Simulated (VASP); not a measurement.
# Be2ZnO3 (C2/m) in VASP: single point with PBE

Aim: the single point of Be2ZnO3 with PBE.

Everything below comes from runs of VASP 6.6.1. Logs are shortened: lines on timing, memory, paths and dates and some standing lists are left out, and cuts for length are marked.

### Step 1. The cell of the first run

The structure is monoclinic, space group C2/m (No. 12). Conventional cell: a = 8.672 Å, b = 4.097 Å, c = 3.161 Å, α = 90.00°, β = 104.18°, γ = 90.00°. Be (site symmetry m) has 2 O at 1.52 to 1.60 Å within 2.0 Å. Zn (site symmetry 2/m) has 6 O at 2.01 to 2.19 Å and 4 Be at 2.60 Å within 2.7 Å. O (site symmetry m) has 3 Be at 1.52 to 2.13 Å and 2 Zn at 2.01 to 2.19 Å within 2.2 Å. O (site symmetry 2/m) has 2 Be at 1.60 Å and 2 Zn at 2.05 Å within 2.1 Å.

The cell was built from a structure type or drawn by symmetry, and may not be a known phase.

### Step 2. Single point, PBE

INCAR

```
PREC = Accurate
ENCUT = 600
EDIFF = 1E-6
ISMEAR = 0
SIGMA = 0.15
LREAL = False
LASPH = True
NELM = 120
ALGO = Normal
ISIF = 2
LWAVE = False
LCHARG = True
GGA = PE
LELF = True
LVHAR = True
NBANDS = 26
GGA_COMPAT = False
```

KPOINTS

```
regular mesh
0
Gamma
  3 3 4
```

POSCAR

```
Be2ZnO3
1.0
    4.3333809520     -2.0486532343     -0.1541905339
    4.3333809520      2.0486532343     -0.1541905339
   -0.6647503806      0.0000000000      3.0902723984
Be Zn O
2 1 3
Direct
    0.3421029728      0.3421029728      0.6141781980
    0.6578970272      0.6578970272      0.3858218020
    0.0000000000      0.0000000000      0.0000000000
    0.1638798282      0.1638798282      0.5731067570
    0.5000000000      0.5000000000      0.0000000000
    0.8361201718      0.8361201718      0.4268932430
```

Potentials or basis: VASP PAW PBE potentials, release 64 (Be, Zn, O).

Run with:

```sh
$ cat potpaw_PBE.64/Be/POTCAR potpaw_PBE.64/Zn/POTCAR potpaw_PBE.64/O/POTCAR > POTCAR
$ mpirun -np 1 vasp_std > vasp.out
```

OUTCAR:

```text
PREC = Accurate
   ENCUT = 600
   EDIFF = 1E-6
   ISMEAR = 0
   LREAL = False
   LASPH = True
   NELM = 120
   ISIF = 2
   GGA = PE

 ion  position               nearest neighbor table
   1  0.342  0.342  0.614-   4 1.52   5 1.60   6 2.13   6 2.13   3 2.60   3 2.60
   2  0.658  0.658  0.386-   6 1.52   5 1.60   4 2.13   4 2.13   3 2.60   3 2.60
   3  0.000  0.000  0.000-   4 2.01   6 2.01   5 2.05   5 2.05   6 2.19   4 2.19   1 2.60   2 2.60
                             1 2.60   2 2.60
   4  0.164  0.164  0.573-   1 1.52   3 2.01   2 2.13   2 2.13   3 2.19
   5  0.500  0.500  0.000-   1 1.60   2 1.60   3 2.05   3 2.05
   6  0.836  0.836  0.427-   2 1.52   3 2.01   1 2.13   1 2.13   3 2.19

  LATTYP: Found a base centered monoclinic cell.
 ALAT       =     8.6722465823
 B/A-ratio  =     0.4724619428
 C/A-ratio  =     0.3644916350
 COS(beta)  =    -0.2449313792

  Lattice vectors:

 A1 = (   4.3333809520,  -2.0486532343,  -0.1541905339)
 A2 = (   4.3333809520,   2.0486532343,  -0.1541905339)
 A3 = (  -0.6647503806,   0.0000000000,   3.0902723984)

Analysis of symmetry for initial positions (statically):
=====================================================================
 Subroutine PRICEL returns:
 Original cell was already a primitive cell.

 Routine SETGRP: Setting up the symmetry group for a
 base centered monoclinic supercell.

 Subroutine GETGRP returns: Found  4 space group operations
 (whereof  4 operations were pure point group operations)
 out of a pool of  4 trial point group operations.

The static configuration has the point symmetry C_2h.

Analysis of symmetry for dynamics (positions and initial velocities):
=====================================================================
 Subroutine PRICEL returns:
 Original cell was already a primitive cell.

 Routine SETGRP: Setting up the symmetry group for a
 base centered monoclinic supercell.

 Subroutine GETGRP returns: Found  4 space group operations
 (whereof  4 operations were pure point group operations)
 out of a pool of  4 trial point group operations.

The dynamic configuration has the point symmetry C_2h.

 Subroutine INISYM returns: Found  4 space group operations
 (whereof  4 operations are pure point group operations),
 and found     1 'primitive' translations

----------------------------------------------------------------------------------------

                                     Primitive cell

  volume of cell :      54.4484

  direct lattice vectors                    reciprocal lattice vectors
     4.333380952 -2.048653234 -0.154190534     0.116273312 -0.244062778  0.025011623
     4.333380952  2.048653234 -0.154190534     0.116273312  0.244062778  0.025011623
    -0.664750381  0.000000000  3.090272398     0.011603019  0.000000000  0.326092001

  length of vectors
     4.795721559  4.795721559  3.160961336     0.271498995  0.271498995  0.326298366

  position of ions in fractional coordinates (direct lattice)
     0.342102973  0.342102973  0.614178198
     0.657897027  0.657897027  0.385821802
     0.000000000  0.000000000  0.000000000
     0.163879828  0.163879828  0.573106757
     0.500000000  0.500000000  0.000000000
     0.836120172  0.836120172  0.426893243

  ion indices of the primitive-cell ions
   primitive index   ion index
                 1           1
                 2           2
                 3           3
                 4           4
                 5           5
                 6           6

----------------------------------------------------------------------------------------

 KPOINTS: regular mesh

Automatic generation of k-mesh.
 Grid dimensions read from file:
 generate k-points for:    3    3    4

 Generating k-lattice:

  Cartesian coordinates                     Fractional coordinates (reciprocal lattice)
     0.038757771 -0.081354259  0.008337208     0.333333333  0.000000000  0.000000000
     0.038757771  0.081354259  0.008337208     0.000000000  0.333333333  0.000000000
     0.002900755  0.000000000  0.081523000     0.000000000  0.000000000  0.250000000

  Length of vectors
     0.090499665  0.090499665  0.081574591

  Shift w.r.t. Gamma in fractional coordinates (k-lattice)
     0.000000000  0.000000000  0.000000000

 Subroutine IBZKPT returns following result:
 ===========================================

 Found     14 irreducible k-points:

 Following reciprocal coordinates:
            Coordinates               Weight
  0.000000  0.000000  0.000000      1.000000
  0.333333 -0.000000  0.000000      4.000000
  0.333333  0.333333  0.000000      2.000000
 -0.333333  0.333333  0.000000      2.000000
  0.000000  0.000000  0.250000      2.000000
  0.333333 -0.000000  0.250000      4.000000
 -0.333333  0.000000  0.250000      4.000000
  0.333333  0.333333  0.250000      2.000000
 -0.333333  0.333333  0.250000      4.000000
 -0.333333 -0.333333  0.250000      2.000000
  0.000000  0.000000  0.500000      1.000000
  0.333333 -0.000000  0.500000      4.000000
  0.333333  0.333333  0.500000      2.000000
 -0.333333  0.333333  0.500000      2.000000
   k-points           NKPTS =     14   k-points in BZ     NKDIM =     14   number of bands    NBANDS=     26
   number of dos      NEDOS =    301   number of ions     NIONS =      6
   total plane-waves  NPLWV =  44800
   dimension x,y,z NGX =    40 NGY =   40 NGZ =   28
   dimension x,y,z NGXF=    80 NGYF=   80 NGZF=   56
   ions per type =               2   1   3
   NGX,Y,Z   is equivalent  to a cutoff of  13.87, 13.87, 14.73 a.u.
   NGXF,Y,Z  is equivalent  to a cutoff of  27.73, 27.73, 29.45 a.u.
 SYSTEM =  unknown system
   PREC   = accura    normal or accurate (medium, high low for compatibility)
   ISTART =      0    job   : 0-new  1-cont  2-samecut
   ICHARG =      2    charge: 1-file 2-atom 10-const
   ISPIN  =      1    spin polarized calculation?
   LNONCOLLINEAR =      F non collinear calculations
   LSORBIT =      F    spin-orbit coupling
   LASPH  =      T    aspherical Exc in radial PAW
   ENCUT  =  600.0 eV  44.10 Ry    6.64 a.u.   9.58  9.58  6.31*2*pi/ulx,y,z
   NELM   =    120;   NELMIN=  2; NELMDL= -5     # of ELM steps
   EDIFF  = 0.1E-05   stopping-criterion for ELM
   LREAL  =      F    real-space projection
   EDIFFG = 0.1E-04   stopping-criterion for IOM
   NSW    =      0    number of steps for IOM
   IBRION =     -1    ionic relax: 0-MD 1-quasi-New 2-CG
   NFREE  =      0    steps in history (QN), initial steepest desc. (CG)
   ISIF   =      2    stress and relaxation
   ISYM   =      2    0-nonsym 1-usesym 2-fastsym
   POTIM  = 0.5000    time-step for ionic-motion
   TEBEG  =    0.0;   TEEND  =   0.0 temperature during run
   PSTRESS=    0.0 pullay stress
   NELECT =      34.0000    total number of electrons
   NUPDOWN=      -1.0000    fix difference up-down
   EMIN   =  10.00;   EMAX   =-10.00  energy-range for DOS
   EFERMI =   0.00;   METHOD = LEGACY
   ISMEAR =     0;   SIGMA  =   0.15  broadening in eV -4-tet -1-fermi 0-gaus
   EFERMI_NEDOS =   21; number of points for ismear=-14 and -15
   IALGO  =     38    algorithm
   IMIX   =      4    mixing-type and parameters
     AMIX     =   0.40;   BMIX     =  1.00
     AMIX_MAG =   1.60;   BMIX_MAG =  1.00
  volume/ion in A,a.u.               =       9.07        61.24
  Fermi-wavevector in a.u.,A,eV,Ry     =   1.399285  2.644265 26.640175  1.957998
  Thomas-Fermi vector in A             =   2.522359
   LORBIT       =      0    0 simple, 1 ext, 2 COOP (PROOUT), +10 PAW based schemes
   GGA     = PE    functional components
   LHFCALC =     F    Hartree Fock is set to
   AEXX    =    0.0000 exact exchange contribution
   IVDW    =     0    specifies the selected vdW correction
   LEPSILON=     F    determine dielectric tensor
   LRPA    =     F    only Hartree local field effects (RPA)
 non-spin polarized calculation
 Gauss-broadening in eV      SIGMA  =   0.15
  energy-cutoff  :      600.00
  volume of cell :       54.45
 maximum number of plane-waves:      1825
 NGX is ok and might be reduce to    40
   NGX = 19   NGY = 19   NGZ = 13

 number of electron      34.0000001 magnetization

 Free energy of the ion-electron system (eV)
  ---------------------------------------------------
  ext. energy  EPLUGINS =         0.00000000
  ---------------------------------------------------
  free energy    TOTEN  =       -34.37257948 eV

  energy without entropy =      -34.37257948  energy(sigma->0) =      -34.37257948

 E-fermi :   3.5034     XC(G=0): -10.8811

 val. band max:        2.7601822809   @ k =   0.3333  -0.0000   0.0000
 cond. band min:       5.6372030776   @ k =   0.0000   0.0000   0.0000
 fundamental gap:      2.8770207967
 Fermi energy:         3.5034162554

 k-point     1 :       0.0000    0.0000    0.0000
  band No.  band energies     occupation
      1     -16.1061      2.00000
      2     -14.7618      2.00000
      3     -13.7562      2.00000
      4      -3.2433      2.00000
      5      -2.7510      2.00000
      6      -2.5211      2.00000
[... 18 lines left out ...]
     25      16.3909      0.00000
     26      17.4494      0.00000

 k-point     2 :       0.3333   -0.0000    0.0000
  band No.  band energies     occupation
      1     -15.7518      2.00000
      2     -14.7940      2.00000
      3     -14.1218      2.00000
      4      -3.7631      2.00000
      5      -3.4810      2.00000
      6      -2.8224      2.00000
[... 18 lines left out ...]
     25      15.7712      0.00000
     26      16.8111      0.00000

 k-point     3 :       0.3333    0.3333    0.0000
  band No.  band energies     occupation
      1     -15.9418      2.00000
      2     -14.8339      2.00000
      3     -13.9417      2.00000
      4      -3.0203      2.00000
      5      -2.9497      2.00000
      6      -2.4853      2.00000
[... 18 lines left out ...]
     25      16.3387      0.00000
     26      16.4817      0.00000

 k-point     4 :      -0.3333    0.3333    0.0000
  band No.  band energies     occupation
      1     -15.6676      2.00000
      2     -14.6099      2.00000
      3     -14.4470      2.00000
      4      -3.4968      2.00000
      5      -3.2983      2.00000
      6      -3.0307      2.00000
[... 18 lines left out ...]
     25      14.7578      0.00000
     26      15.7438      0.00000

 k-point     5 :       0.0000    0.0000    0.2500
  band No.  band energies     occupation
      1     -15.8362      2.00000
      2     -14.7410      2.00000
      3     -13.7454      2.00000
      4      -3.0709      2.00000
      5      -2.7084      2.00000
      6      -2.2622      2.00000
[... 18 lines left out ...]
     25      15.5742      0.00000
     26      16.2689      0.00000

 k-point     6 :       0.3333   -0.0000    0.2500
  band No.  band energies     occupation
      1     -15.5578      2.00000
      2     -14.6595      2.00000
      3     -14.0976      2.00000
      4      -3.4773      2.00000
      5      -3.3237      2.00000
      6      -2.8667      2.00000
[... 137 lines left out ...]
 k-point    11 :       0.0000    0.0000    0.5000
  band No.  band energies     occupation
      1     -15.4950      2.00000
      2     -14.7724      2.00000
      3     -13.7397      2.00000
      4      -3.2291      2.00000
      5      -2.8829      2.00000
      6      -2.2007      2.00000
[... 18 lines left out ...]
     25      14.9396      0.00000
     26      15.4402      0.00000

 k-point    12 :       0.3333   -0.0000    0.5000
  band No.  band energies     occupation
      1     -15.3825      2.00000
      2     -14.5363      2.00000
      3     -14.0085      2.00000
      4      -3.7407      2.00000
      5      -3.4512      2.00000
      6      -2.7381      2.00000
[... 18 lines left out ...]
     25      14.5094      0.00000
     26      16.6328      0.00000

 k-point    13 :       0.3333    0.3333    0.5000
  band No.  band energies     occupation
      1     -15.5003      2.00000
      2     -14.6308      2.00000
      3     -13.9008      2.00000
      4      -3.4720      2.00000
      5      -2.5785      2.00000
      6      -2.3887      2.00000
[... 18 lines left out ...]
     25      14.6780      0.00000
     26      15.0154      0.00000

 k-point    14 :      -0.3333    0.3333    0.5000
  band No.  band energies     occupation
      1     -15.3825      2.00000
      2     -14.3895      2.00000
      3     -14.1651      2.00000
      4      -3.9029      2.00000
      5      -3.2877      2.00000
      6      -2.8402      2.00000
[... 18 lines left out ...]
     25      14.4254      0.00000
     26      16.8301      0.00000

------------------------ aborting loop because EDIFF is reached ----------------------------------------

  FORCE on cell =-STRESS in cart. coord.  units (eV):
  Direction    XX          YY          ZZ          XY          YZ          ZX
  --------------------------------------------------------------------------------------
  -------------------------------------------------------------------------------------
  Total        0.1210135      0.1616389      0.1625395      0.0000000      0.0000000      0.1347375
  in kB        3.5608951      4.7563219      4.7828246      0.0000000      0.0000000      3.9647337
  external PRESSURE =       4.3666805 kB  Pullay stress =       0.0000000 kB

 VOLUME and BASIS-vectors are now :
 -----------------------------------------------------------------------------
  energy-cutoff  :      600.00
  volume of cell :       54.45
      direct lattice vectors                 reciprocal lattice vectors
     4.333380952 -2.048653234 -0.154190534     0.116273312 -0.244062778  0.025011623
     4.333380952  2.048653234 -0.154190534     0.116273312  0.244062778  0.025011623
    -0.664750381  0.000000000  3.090272398     0.011603019  0.000000000  0.326092001

 POSITION                                       TOTAL-FORCE (eV/Angst)
 -----------------------------------------------------------------------------------
      2.55665      0.00000      1.79248         0.044530      0.000000      0.024084
      5.44536      0.00000      0.98941        -0.044530      0.000000     -0.024084
      0.00000      0.00000      0.00000         0.000000      0.000000      0.000000
      1.03933      0.00000      1.72052         0.102918      0.000000      0.041922
      4.33338      0.00000     -0.15419         0.000000      0.000000      0.000000
      6.96268      0.00000      1.06137        -0.102918      0.000000     -0.041922
 -----------------------------------------------------------------------------------
    total drift:                                0.000000      0.000000     -0.000000

  FREE ENERGIE OF THE ION-ELECTRON SYSTEM (eV)
  ---------------------------------------------------
  free  energy   TOTEN  =       -34.3725794786 eV

  energy  without entropy=      -34.3725794786  energy(sigma->0) =      -34.37257948
```

Wall time 42 s (1 thread of Intel Xeon Platinum 8259CL at 2.50GHz (Skylake/Cascade Lake), shared host); peak memory 0.2 GiB.

Results:

* Free energy: -34.3726 eV
* Pressure: 0.4 GPa
* Largest force: 0.111 eV/Å
* Band gap on the k mesh: 2.88 eV (least direct gap 3.07 eV)

Forces on the atoms (eV/Å):
```
Be   0.045  0.000  0.024
Be  -0.045  0.000 -0.024
Zn   0.000  0.000  0.000
O    0.103  0.000  0.042
O    0.000  0.000  0.000
O   -0.103  0.000 -0.042
```

Caveat: the k points lie up to 0.57 Å⁻¹ apart; an odd mesh through Γ misses points on the zone boundary, where band edges can lie.
